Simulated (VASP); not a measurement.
# BeSn32C32 (a cell with a defect) in VASP: single point with PBEsol

Aim: the single point of BeSn32C32 (a cell with a defect) with PBEsol.

Everything below comes from runs of VASP 6.6.1. Logs are shortened: lines on timing, memory, paths and dates and some standing lists are left out, and cuts for length are marked.

### 1 The cell of the first run

The cell holds a defect, 65 atoms: a = 10.068 Å, b = 10.068 Å, c = 10.068 Å, α = 90.00°, β = 90.00°, γ = 90.00°.

### 2 Single point, PBEsol

Input file INCAR:

```
SYSTEM = BeSn32C32
ALGO = Normal ; EDIFF = 1E-6
ENCUT = 520 ; GGA = PS
GGA_COMPAT = .False. ; ISIF = 2
ISMEAR = -1 ; ISYM = 0
LASPH = .True. ; LCHARG = .False.
LREAL = Auto ; LWAVE = .False.
NBANDS = 327 ; NCORE = 4
NELECT = 576.0 ; NELM = 120
PREC = Accurate ; SIGMA = 0.05
```

Input file KPOINTS:

```
Automatic mesh
0
Gamma
  1 1 1
  0.25 0.25 0.25
```

Input file POSCAR:

```
BeSn32C32
1.0
   10.0679620000      0.0000000000      0.0000000000
    0.0000000000     10.0679620000      0.0000000000
    0.0000000000      0.0000000000     10.0679620000
Sn C Be
32 32 1
Direct
    0.0002420000      0.0003070000      0.0008950000
    0.0000130000      0.0000870000      0.4992720000
    0.0003540000      0.5002080000      0.0017820000
    0.0001030000      0.5000410000      0.4984190000
    0.5001370000      0.0004380000      0.0017830000
    0.4999640000      0.0001970000      0.4984170000
    0.5003210000      0.5003320000      0.0129530000
    0.4998380000      0.4999020000      0.4881660000
    0.2496720000      0.2497260000      0.0004400000
    0.2519130000      0.2519700000      0.5019120000
    0.2524290000      0.7482440000      0.9981880000
    0.2496630000      0.7505030000      0.4996660000
    0.7482200000      0.2524620000      0.9982130000
    0.7504430000      0.2497410000      0.4996600000
    0.7508600000      0.7509170000      0.0008680000
    0.7482520000      0.7483210000      0.5023530000
    0.2492710000      0.0000520000      0.2499920000
    0.2484160000      0.0001870000      0.7499690000
    0.2484460000      0.5000430000      0.2501380000
    0.2380190000      0.4998380000      0.7497780000
    0.7509140000      0.0003050000      0.2502030000
    0.7517800000      0.0004640000      0.7501310000
    0.7517790000      0.5002060000      0.2504020000
    0.7628010000      0.5003930000      0.7502480000
    0.0000020000      0.2493360000      0.2500020000
    0.0000850000      0.2485080000      0.7499550000
    0.0002480000      0.7509570000      0.2502050000
    0.0003550000      0.7518410000      0.7501330000
    0.4999580000      0.2484810000      0.2501290000
    0.4998110000      0.2381650000      0.7498110000
    0.5001520000      0.7518400000      0.2503910000
    0.5003480000      0.7629870000      0.7502160000
    0.1251620000      0.1252360000      0.1250120000
    0.1258400000      0.1259200000      0.6251100000
    0.1262760000      0.6251760000      0.1240250000
    0.1228120000      0.6265870000      0.6233220000
    0.6251140000      0.1263260000      0.1240470000
    0.6264930000      0.1229120000      0.6233170000
    0.6270740000      0.6271390000      0.1275540000
    0.6159690000      0.6160660000      0.6336970000
    0.3733330000      0.3734120000      0.1273780000
    0.3838230000      0.3839070000      0.6338530000
    0.3753450000      0.8741440000      0.1240950000
    0.3733350000      0.8774260000      0.6233470000
    0.8741040000      0.3754050000      0.1241330000
    0.8773180000      0.3734460000      0.6233550000
    0.8753000000      0.8753580000      0.1252660000
    0.8741240000      0.8742090000      0.6253270000
    0.3750890000      0.1258940000      0.3758300000
    0.3733280000      0.1228870000      0.8765000000
    0.3733350000      0.6265660000      0.3728600000
    0.3838800000      0.6158480000      0.8657680000
    0.8750060000      0.1252320000      0.3751640000
    0.8740630000      0.1263220000      0.8751050000
    0.8740840000      0.6251970000      0.3762170000
    0.8775090000      0.6271230000      0.8770670000
    0.1258390000      0.3751780000      0.3758480000
    0.1228040000      0.3733750000      0.8765230000
    0.1251570000      0.8750690000      0.3751550000
    0.1262570000      0.8740920000      0.8751050000
    0.6264780000      0.3733840000      0.3728500000
    0.6158790000      0.3838540000      0.8658970000
    0.6251240000      0.8741700000      0.3762290000
    0.6270830000      0.8776010000      0.8770670000
    0.5019790000      0.5023830000      0.7525020000
```

Potentials or basis: VASP PAW PBE potentials, release 64 (Sn_d, C, Be).

Command:

```
cat potpaw_PBE.64/Sn_d/POTCAR potpaw_PBE.64/C/POTCAR potpaw_PBE.64/Be/POTCAR > POTCAR
mpirun -np 4 vasp_std > vasp.out
```

OUTCAR:

```text
SYSTEM = BeSn32C32
   EDIFF = 1E-6
   ENCUT = 520
   GGA = PS
   ISIF = 2
   ISMEAR = -1
   ISYM = 0
   LASPH = .True.
   LREAL = Auto
   NELECT = 576.0
   NELM = 120
   PREC = Accurate

 ion  position               nearest neighbor table
   1  0.000  0.000  0.001-  33 2.17  47 2.18  54 2.20  60 2.20  17 3.55  25 3.55  21 3.55  27 3.55
                            15 3.55   9 3.55  18 3.55  26 3.55  22 3.55  28 3.55  13 3.59  11 3.59
   2  0.000  0.000  0.499-  53 2.18  59 2.18  34 2.19  48 2.20  21 3.55  27 3.55  25 3.55  17 3.55
                            22 3.55  18 3.55  26 3.55  28 3.55  14 3.55  12 3.55  16 3.58  10 3.59
   3  0.000  0.500  0.002-  35 2.17  45 2.17  56 2.18  58 2.18  24 3.48  20 3.49  19 3.53  23 3.54
                            25 3.55  27 3.55   9 3.56  13 3.56  11 3.56  15 3.56  28 3.58  26 3.58
   4  0.000  0.500  0.498-  57 2.17  55 2.17  36 2.18  46 2.18  24 3.48  20 3.48  23 3.53  19 3.54
                            25 3.55  27 3.55  10 3.56  14 3.56  12 3.56  16 3.56  26 3.58  28 3.58
   5  0.500  0.000  0.002-  37 2.17  43 2.17  64 2.18  50 2.18  32 3.48  30 3.49  29 3.53  31 3.54
                            17 3.55  21 3.55   9 3.56  11 3.56  13 3.56  15 3.56  22 3.58  18 3.58
   6  0.500  0.000  0.498-  49 2.17  63 2.17  38 2.17  44 2.18  32 3.48  30 3.49  31 3.53  29 3.54
                            17 3.55  21 3.55  10 3.56  12 3.56  14 3.56  16 3.56  18 3.58  22 3.58
   7  0.500  0.500  0.013-  39 2.14  41 2.14  62 2.22  52 2.22  65 2.62  23 3.48  31 3.48  29 3.48
                            19 3.48  13 3.53  11 3.53  15 3.57   9 3.57  24 3.74  30 3.74  32 3.74
   8  0.500  0.500  0.488-  51 2.14  61 2.14  42 2.21  40 2.21  65 2.66  19 3.49  29 3.49  23 3.49
                            31 3.49  10 3.53  16 3.54  14 3.57  12 3.57  30 3.73  20 3.73  24 3.74
   9  0.250  0.250  0.000-  33 2.17  41 2.18  58 2.18  50 2.18   1 3.55  17 3.55  25 3.55   5 3.56
[... 67 lines left out ...]
  53  0.875  0.125  0.375-  14 2.17  21 2.17   2 2.18  25 2.18
  54  0.874  0.126  0.875-  22 2.17  26 2.17  13 2.18   1 2.20
  55  0.874  0.625  0.376-  23 2.17   4 2.17  16 2.18  27 2.20
  56  0.878  0.627  0.877-  24 2.14  15 2.18   3 2.18  28 2.18
  57  0.126  0.375  0.376-   4 2.17  19 2.17  10 2.18  25 2.19
  58  0.123  0.373  0.877-  20 2.14  26 2.18   9 2.18   3 2.18
  59  0.125  0.875  0.375-  12 2.17  27 2.17  17 2.18   2 2.18
  60  0.126  0.874  0.875-  28 2.17  18 2.17  11 2.18   1 2.20
  61  0.626  0.373  0.373-   8 2.14  29 2.17  14 2.18  23 2.18
  62  0.616  0.384  0.866-  65 2.01  30 2.21  24 2.22   7 2.22  13 2.30
  63  0.625  0.874  0.376-  31 2.17   6 2.17  16 2.18  21 2.20
  64  0.627  0.878  0.877-  32 2.14  15 2.18  22 2.18   5 2.18
  65  0.502  0.502  0.753-  52 2.00  62 2.01  40 2.01  42 2.07   7 2.62  32 2.62  24 2.63  20 2.66
                            30 2.66   8 2.66

IMPORTANT INFORMATION: All symmetrisations will be switched off!
NOSYMM: (Re-)initialisation of all symmetry stuff for point group C_1.

----------------------------------------------------------------------------------------

                                     Primitive cell

  volume of cell :    1020.5275

  direct lattice vectors                    reciprocal lattice vectors
    10.067962000  0.000000000  0.000000000     0.099324968  0.000000000  0.000000000
     0.000000000 10.067962000  0.000000000     0.000000000  0.099324968  0.000000000
     0.000000000  0.000000000 10.067962000     0.000000000  0.000000000  0.099324968

  length of vectors
    10.067962000 10.067962000 10.067962000     0.099324968  0.099324968  0.099324968

  position of ions in fractional coordinates (direct lattice)
     0.000242000  0.000307000  0.000895000
     0.000013000  0.000087000  0.499272000
     0.000354000  0.500208000  0.001782000
     0.000103000  0.500041000  0.498419000
     0.500137000  0.000438000  0.001783000
     0.499964000  0.000197000  0.498417000
[... 57 lines left out ...]
     0.627083000  0.877601000  0.877067000
     0.501979000  0.502383000  0.752502000

  ion indices of the primitive-cell ions
   primitive index   ion index
                 1           1
                 2           2
                 3           3
                 4           4
                 5           5
                 6           6
[... 57 lines left out ...]
                64          64
                65          65

----------------------------------------------------------------------------------------

 KPOINTS: Automatic mesh

Automatic generation of k-mesh.
 Grid dimensions read from file:
 generate k-points for:    1    1    1

 Generating k-lattice:

  Cartesian coordinates                     Fractional coordinates (reciprocal lattice)
     0.099324968  0.000000000  0.000000000     1.000000000  0.000000000  0.000000000
     0.000000000  0.099324968  0.000000000     0.000000000  1.000000000  0.000000000
     0.000000000  0.000000000  0.099324968     0.000000000  0.000000000  1.000000000

  Length of vectors
     0.099324968  0.099324968  0.099324968

  Shift w.r.t. Gamma in fractional coordinates (k-lattice)
     0.250000000  0.250000000  0.250000000

 Subroutine IBZKPT returns following result:
 ===========================================

 Found      4 irreducible k-points:

 Following reciprocal coordinates:
            Coordinates               Weight
  0.250000  0.250000  0.250000      2.000000
 -0.250000  0.250000  0.250000      2.000000
 -0.250000 -0.250000  0.250000      2.000000
  0.250000 -0.250000  0.250000      2.000000
   k-points           NKPTS =      4   k-points in BZ     NKDIM =      4   number of bands    NBANDS=    327
   number of dos      NEDOS =    301   number of ions     NIONS =     65
   total plane-waves  NPLWV = 512000
   dimension x,y,z NGX =    80 NGY =   80 NGZ =   80
   dimension x,y,z NGXF=   160 NGYF=  160 NGZF=  160
   ions per type =              32  32   1
   NGX,Y,Z   is equivalent  to a cutoff of  13.21, 13.21, 13.21 a.u.
   NGXF,Y,Z  is equivalent  to a cutoff of  26.42, 26.42, 26.42 a.u.
 SYSTEM =  BeSn32C32
   PREC   = accura    normal or accurate (medium, high low for compatibility)
   ISTART =      0    job   : 0-new  1-cont  2-samecut
   ICHARG =      2    charge: 1-file 2-atom 10-const
   ISPIN  =      1    spin polarized calculation?
   LNONCOLLINEAR =      F non collinear calculations
   LSORBIT =      F    spin-orbit coupling
   LASPH  =      T    aspherical Exc in radial PAW
   ENCUT  =  520.0 eV  38.22 Ry    6.18 a.u.  18.72 18.72 18.72*2*pi/ulx,y,z
   NELM   =    120;   NELMIN=  2; NELMDL= -5     # of ELM steps
   EDIFF  = 0.1E-05   stopping-criterion for ELM
   LREAL  =      T    real-space projection
   EDIFFG = 0.1E-04   stopping-criterion for IOM
   NSW    =      0    number of steps for IOM
   IBRION =     -1    ionic relax: 0-MD 1-quasi-New 2-CG
   NFREE  =      0    steps in history (QN), initial steepest desc. (CG)
   ISIF   =      2    stress and relaxation
   ISYM   =      0    0-nonsym 1-usesym 2-fastsym
   POTIM  = 0.5000    time-step for ionic-motion
   TEBEG  =    0.0;   TEEND  =   0.0 temperature during run
   PSTRESS=    0.0 pullay stress
   NELECT =     576.0000    total number of electrons
   NUPDOWN=      -1.0000    fix difference up-down
   EMIN   =  10.00;   EMAX   =-10.00  energy-range for DOS
   EFERMI =   0.00;   METHOD = LEGACY
   ISMEAR =    -1;   SIGMA  =   0.05  broadening in eV -4-tet -1-fermi 0-gaus
   EFERMI_NEDOS =   21; number of points for ismear=-14 and -15
   IALGO  =     38    algorithm
   IMIX   =      4    mixing-type and parameters
     AMIX     =   0.40;   BMIX     =  1.00
     AMIX_MAG =   1.60;   BMIX_MAG =  1.00
  volume/ion in A,a.u.               =      15.70       105.95
  Fermi-wavevector in a.u.,A,eV,Ry     =   1.352926  2.556660 24.904229  1.830409
  Thomas-Fermi vector in A             =   2.480224
   LORBIT       =      0    0 simple, 1 ext, 2 COOP (PROOUT), +10 PAW based schemes
   GGA     = PS    functional components
   LHFCALC =     F    Hartree Fock is set to
   AEXX    =    0.0000 exact exchange contribution
   IVDW    =     0    specifies the selected vdW correction
   LEPSILON=     F    determine dielectric tensor
   LRPA    =     F    only Hartree local field effects (RPA)
 non-spin polarized calculation
  energy-cutoff  :      520.00
  volume of cell :     1020.53
 maximum number of plane-waves:     27460
 NGX is ok and might be reduce to    80
   NGX = 37   NGY = 37   NGZ = 37

 number of electron     576.0000221 magnetization

 Free energy of the ion-electron system (eV)
  ---------------------------------------------------
  ext. energy  EPLUGINS =         0.00000000
  ---------------------------------------------------
  free energy    TOTEN  =      -415.15719034 eV

  energy without entropy =     -415.15719031  energy(sigma->0) =     -415.15719032

 E-fermi :   8.7658     XC(G=0): -11.0522

 val. band max:        7.7939737574   @ k =  -0.2500   0.2500   0.2500
 cond. band min:       9.7150281765   @ k =   0.2500  -0.2500   0.2500
 fundamental gap:      1.9210544191
 Fermi energy:         8.7657886919

 k-point     1 :       0.2500    0.2500    0.2500
  band No.  band energies     occupation
      1     -13.1971      2.00000
      2     -13.1959      2.00000
      3     -13.1811      2.00000
      4     -13.1485      2.00000
      5     -13.1354      2.00000
      6     -13.1340      2.00000
[... 1201 lines left out ...]
    299      10.8516      0.00000
    300      10.8551      0.00000
 [bands above 300 left out]

------------------------ aborting loop because EDIFF is reached ----------------------------------------

  FORCE on cell =-STRESS in cart. coord.  units (eV):
  Direction    XX          YY          ZZ          XY          YZ          ZX
  --------------------------------------------------------------------------------------
  -------------------------------------------------------------------------------------
  Total      -21.8556261    -21.8641095    -21.8620211      0.3385668      0.3083317      0.3336836
  in kB      -34.3122448    -34.3255633    -34.3222847      0.5315331      0.4840654      0.5238667
  external PRESSURE =     -34.3200309 kB  Pullay stress =       0.0000000 kB

 VOLUME and BASIS-vectors are now :
 -----------------------------------------------------------------------------
  energy-cutoff  :      520.00
  volume of cell :     1020.53
      direct lattice vectors                 reciprocal lattice vectors
    10.067962000  0.000000000  0.000000000     0.099324968  0.000000000  0.000000000
     0.000000000 10.067962000  0.000000000     0.000000000  0.099324968  0.000000000
     0.000000000  0.000000000 10.067962000     0.000000000  0.000000000  0.099324968

 POSITION                                       TOTAL-FORCE (eV/Angst)
 -----------------------------------------------------------------------------------
      0.00244      0.00309      0.00901        -0.010811     -0.012750     -0.013650
      0.00013      0.00088      5.02665        -0.003346     -0.003270     -0.002198
      0.00356      5.03608      0.01794        -0.007537     -0.009160      0.000609
      0.00104      5.03439      5.01806        -0.006434      0.010579     -0.022633
      5.03536      0.00441      0.01795        -0.005479     -0.011984     -0.000821
      5.03362      0.00198      5.01804         0.011647     -0.008965     -0.020556
[... 57 lines left out ...]
      6.31345      8.83565      8.83028        -0.011882      0.002204     -0.009862
      5.05391      5.05797      7.57616        -0.069066     -0.078627     -0.083200
 -----------------------------------------------------------------------------------
    total drift:                                0.013541      0.027369      0.025932

  FREE ENERGIE OF THE ION-ELECTRON SYSTEM (eV)
  ---------------------------------------------------
  free  energy   TOTEN  =      -415.1571903373 eV

  energy  without entropy=     -415.1571903080  energy(sigma->0) =     -415.15719032
```

Wall time 13 min (4 MPI ranks of Intel Xeon Platinum 8259CL at 2.50GHz (Skylake/Cascade Lake), shared host); peak memory 0.49 GiB.

What came out:

```
Free energy   : -415.1572 eV
Largest force : 0.134 eV/Å
```

Forces on the atoms (eV/Å):
```
Sn  -0.011 -0.013 -0.014
Sn  -0.003 -0.003 -0.002
Sn  -0.008 -0.009  0.001
Sn  -0.006  0.011 -0.023
Sn  -0.005 -0.012 -0.001
Sn   0.012 -0.009 -0.021
Sn  -0.025 -0.026  0.006
Sn  -0.009 -0.011 -0.009
Sn  -0.012 -0.008 -0.008
Sn  -0.010 -0.005 -0.011
Sn  -0.026 -0.001 -0.008
Sn  -0.011 -0.008 -0.009
Sn  -0.002 -0.025 -0.002
Sn  -0.009 -0.010 -0.012
Sn  -0.002 -0.001 -0.005
Sn  -0.004 -0.002 -0.028
Sn   0.000 -0.003 -0.005
Sn  -0.021 -0.009  0.012
Sn  -0.026  0.009 -0.006
Sn  -0.010 -0.006 -0.007
Sn  -0.013 -0.010 -0.009
Sn   0.001 -0.014 -0.007
Sn   0.001 -0.010 -0.010
Sn   0.007 -0.029 -0.025
Sn  -0.002  0.007 -0.001
Sn  -0.007 -0.020  0.009
Sn  -0.011 -0.009 -0.014
Sn  -0.013  0.002 -0.008
Sn   0.011 -0.019 -0.009
Sn  -0.011 -0.006 -0.011
Sn  -0.009  0.002 -0.009
Sn  -0.024  0.005 -0.022
C    0.011  0.010  0.003
C    0.020  0.021 -0.007
C    0.004 -0.007  0.011
C    0.011  0.021  0.018
C   -0.004  0.001  0.009
C    0.023  0.011  0.020
C   -0.009 -0.011  0.001
C    0.033  0.035  0.086
C    0.014  0.010 -0.010
C   -0.022 -0.021 -0.022
C    0.012  0.003  0.004
C    0.013 -0.006  0.010
C    0.002  0.012  0.002
C   -0.008  0.009  0.013
C    0.001  0.001  0.002
C    0.002  0.001  0.013
C   -0.007  0.020  0.021
C    0.020  0.012  0.023
C    0.021  0.022  0.011
C    0.077  0.046  0.046
C    0.004  0.011  0.009
C    0.008  0.001 -0.003
C    0.009 -0.006  0.006
C    0.001 -0.011 -0.012
C    0.022 -0.007  0.021
C    0.011  0.019  0.021
C    0.011  0.005  0.010
C    0.005  0.010 -0.004
C    0.022  0.021  0.011
C    0.039  0.080  0.041
C   -0.004  0.005  0.004
C   -0.012  0.002 -0.010
Be  -0.069 -0.079 -0.083
```

Caveat: the cell carries a net charge on a neutralising background, which shifts energy and pressure; the cell is charged against a uniform background, so pressure and absolute levels hang on convention; the PAW data sets were made with another functional, which shifts forces and pressure a little; spin-orbit coupling is left out, which moves the levels of the heavy elements.
